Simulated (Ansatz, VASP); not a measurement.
## SrO in VASP and in Ansatz

The input POSCAR:

```
SrO
1.0
    0.0000000000      2.5798927166      2.5798927166
    2.5798927166      0.0000000000      2.5798927166
    2.5798927166      2.5798927166      0.0000000000
Sr O
1 1
Direct
    0.5000000000      0.5000000000      0.5000000000
    0.0000000000      0.0000000000      0.0000000000
```

Contents of INCAR.step1:

```
ALGO = Normal
EDIFF = 1E-5
ENCUT = 520
GGA = PE
ISIF = 2
ISMEAR = 0
LASPH = T
LCHARG = F
LREAL = F
LWAVE = T
NBANDS = 15
NELM = 60
PREC = Accurate
SIGMA = 0.01
```

The input INCAR.step2:

```
AEXX = 0.05
ALGO = Normal
EDIFF = 1E-6
ENCUT = 520
GGA = PE
HFSCREEN = 0.1
ISIF = 2
ISMEAR = 0
ISTART = 1
LASPH = T
LCHARG = F
LHFCALC = T
LREAL = F
LWAVE = F
NBANDS = 15
NELM = 60
PREC = Accurate
PRECFOCK = Normal
SIGMA = 0.01
```

File KPOINTS:

```
k-points
0
Gamma
  4 4 4
```

Input for Ansatz:

```yaml
crystal:
  lattice:
    - [0.0, 2.5798927166, 2.5798927166]
    - [2.5798927166, 0.0, 2.5798927166]
    - [2.5798927166, 2.5798927166, 0.0]
  atoms:
    - { symbol: Sr, position: [0.5, 0.5, 0.5] }
    - { symbol: O, position: [0.0, 0.0, 0.0] }
kpoints:
  mp_grid: { grid: [4, 4, 4] }
hamiltonian:
  xc: { exchange: pbe, correlation: pbe, exx: { coeff: 0.05, omega: 0.1 } }
scf:
  occupations: { method: fixed }
  n_extra_bands: 4
output:
  forces: true
  stress: true
  eigenvalues: true
```

Alike in both runs: task single point; functional PBE-based screened hybrid; k mesh 4 × 4 × 4; no spin polarisation.

```csv
,VASP,Ansatz
version,VASP 6.6.1,Ansatz 0.2.0
potentials or method,"VASP PAW PBE potentials, release 64 (Sr_sv, O)",plane waves
plane-wave cutoff (eV),520,420
occupations,"gaussian, width 0.01 eV",fixed
valence electrons in the cell,16,16
```

```csv
,VASP,Ansatz,Ansatz less VASP
gap on the k mesh at the Fermi level (eV),3.63,3.67,+0.044
pressure (GPa),1.9,1.4,-0.52
```

VASP's potentials were made for PBE, not for PBE-based screened hybrid. Ansatz's warnings: stress exchange threshold loose, stress scf threshold loose.

The k mesh is coarse, so the values compare programs but aren't converged.
